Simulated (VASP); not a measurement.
Set up this calculation in VASP 6.6.1, as the native input.

* Task: single point
* Functional: PBE
* Potentials or basis: VASP PAW PBE potentials, release 64 (Hf_pv, C)
* Cutoff: 520 eV
* k mesh: 18 × 18 × 14
* Occupations: gaussian, width 0.1 eV
* Spin: no spin polarisation
* Dipole correction: no
* Further INCAR settings: ALGO = Normal; EDIFF = 1e-07; NBANDS = 16

The structure of HfC2 lies in POSCAR:

```
HfC2
1.0
    3.2386326344      0.0000000000      0.0000000000
   -1.6193163172      2.8047381349      0.0000000000
    0.0000000000      0.0000000000      3.2140841422
Hf C
1 2
Direct
    0.0000000000      0.0000000000      0.0000000000
    0.3333333333      0.6666666667      0.5000000000
    0.6666666667      0.3333333333      0.5000000000
```

These files were run (other wordings do the same):

INCAR

```
ALGO = Normal
EDIFF = 1E-7
ENCUT = 520
GGA = PE
ISIF = 2
ISMEAR = 0
LASPH = T
LCHARG = T
LELF = T
LREAL = F
LVHAR = T
LWAVE = F
NBANDS = 16
NELM = 80
PREC = Accurate
SIGMA = 0.1
```

KPOINTS

```
k-points
0
Gamma
  18 18 14
```

Potentials or basis: VASP PAW PBE potentials, release 64 (Hf_pv, C).

Run with:

```sh
$ cat potpaw_PBE.64/Hf_pv/POTCAR potpaw_PBE.64/C/POTCAR > POTCAR
$ mpirun -np 1 vasp_std > vasp.out
```

Results of the run:

```yaml
Pressure: -1.8 GPa
Band_gap_on_the_k_mesh: zero (band 9 reaches 11.06 eV, above the bottom of band 10 at 6.72 eV)
```

Caveat: spin-orbit coupling is left out, which moves the levels of the heavy elements.

Wall time 69 s on 1 thread of Intel Xeon 6975P-C (shared host), peak memory 0.25 GiB.
